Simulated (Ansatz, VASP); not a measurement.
## Two plane-wave programs on BaZrO3

File INCAR:

```
SYSTEM = BaZrO3
PREC = Accurate
ENCUT = 520
EDIFF = 1E-6
ISMEAR = 0
SIGMA = 0.01
LREAL = .False.
LASPH = .True.
NELM = 60
ALGO = Normal
ISIF = 2
LWAVE = .False.
LCHARG = .False.
GGA = PE
NBANDS = 28
```

Contents of KPOINTS:

```
regular mesh
0
Gamma
  6 6 6
  0 0 0
```

The input POSCAR:

```
BaZrO3
1.0
    4.1845555792      0.0000000000      0.0000000000
    0.0000000000      4.1845555792      0.0000000000
    0.0000000000      0.0000000000      4.1845555792
Ba Zr O
1 1 3
Direct
    0.0000000000      0.0000000000      0.0000000000
    0.5000000000      0.5000000000      0.5000000000
    0.5000000000      0.5000000000      0.0000000000
    0.5000000000      0.0000000000      0.5000000000
    0.0000000000      0.5000000000      0.5000000000
```

Input for Ansatz:

```yaml
crystal:
  lattice:
    - [4.1845555792, 0.0, 0.0]
    - [0.0, 4.1845555792, 0.0]
    - [0.0, 0.0, 4.1845555792]
  atoms:
    - { symbol: Ba, position: [0.0, 0.0, 0.0] }
    - { symbol: Zr, position: [0.5, 0.5, 0.5] }
    - { symbol: O, position: [0.5, 0.5, 0.0] }
    - { symbol: O, position: [0.5, 0.0, 0.5] }
    - { symbol: O, position: [0.0, 0.5, 0.5] }
kpoints:
  mp_grid: { grid: [6, 6, 6] }
hamiltonian:
  xc: pbe
scf:
  occupations: { method: fixed }
  n_extra_bands: 5
output:
  forces: true
  stress: true
  eigenvalues: true
```

Alike in both runs: task single point; functional PBE; k mesh 6 × 6 × 6; no spin polarisation.

|  | VASP | Ansatz |
| --- | --- | --- |
| version | VASP 6.6.1 | Ansatz 0.2.0 |
| potentials or method | VASP PAW PBE potentials, release 64 (Ba_sv, Zr_sv, O) | plane waves, PAW |
| plane-wave cutoff (eV) | 520 | 420 |
| occupations | gaussian, width 0.01 eV | fixed |
| valence electrons in the cell | 40 | 40 |

Ansatz gave:

```
gap on the k mesh at the Fermi level (eV) : 3.25
pressure (GPa)                            : 4.9
```

Problem. What did VASP give for the same quantities?

Solution. gap on the k mesh at the Fermi level (eV): 3.20; pressure (GPa): 5.9.

Spin-orbit coupling is off throughout.
